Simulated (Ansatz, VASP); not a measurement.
InSb3 in VASP and in Ansatz

```xyz
4
Lattice="0.0000 3.8197 3.8197 3.8197 0.0000 3.8197 3.8197 3.8197 0.0000" Properties=species:S:1:pos:R:3 pbc="T T T"
Sb    3.8197    3.8197    3.8197
Sb    5.7295    5.7295    5.7295
Sb    1.9098    1.9098    1.9098
In    0.0000    0.0000    0.0000
```

Alike in both runs: task single point; functional LDA; k mesh 6 × 6 × 6; occupations fermi-dirac, width 0.05 eV; no spin polarisation.

|  | VASP | Ansatz |
| --- | --- | --- |
| version | VASP 6.6.1 | Ansatz 0.2.0 |
| potentials or method | VASP PAW LDA potentials, release 64 (Sb, In_d) | Ansatz PAW |
| plane-wave cutoff (eV) | 520 | 420 |
| valence electrons in the cell | 28 | 58 |

|  | VASP | Ansatz | Ansatz less VASP |
| --- | --- | --- | --- |
| gap on the k mesh at the Fermi level (eV) | none | none | - |
| pressure (GPa) | -5.0 | -5.0 | -0.01 |

LDA's correlation is that of Perdew and Zunger in VASP and of Perdew and Wang (1992) in Ansatz. A gap of «none» marks a metal or a gap that the smearing closes. VASP's potentials hold 28 valence electrons a cell and Ansatz's 58, so a difference there can come from the potentials and not from the codes.

Neither program's run includes spin-orbit coupling.
